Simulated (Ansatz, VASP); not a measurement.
**Cu: VASP beside Ansatz**

```
CELL_PARAMETERS angstrom
0.00000 1.85047 1.85047
1.85047 0.00000 1.85047
1.85047 1.85047 0.00000
ATOMIC_POSITIONS crystal
Cu 0.00000 0.00000 0.00000
```

Alike in both runs: task single point; functional PBE; k mesh 20 × 20 × 20; occupations gaussian, width 0.1 eV; no spin polarisation.

```csv
,VASP,Ansatz
version,VASP 6.6.1,Ansatz 0.2.0
potentials or method,"VASP PAW PBE potentials, release 64 (Cu), cutoff 520 eV","scalar-relativistic, plane waves, PAW"
valence electrons in the cell,11,19
```

Ansatz gave:

* gap on the k mesh at the Fermi level (eV): none
* pressure (GPa): -7.1

Problem. What did VASP give for the same quantities?

Solution. gap on the k mesh at the Fermi level (eV): none; pressure (GPa): -6.4.

A gap of «none» marks a metal or a gap that the smearing closes. VASP's potentials hold 11 valence electrons a cell and Ansatz's 19, so a difference there can come from the potentials and not from the codes.
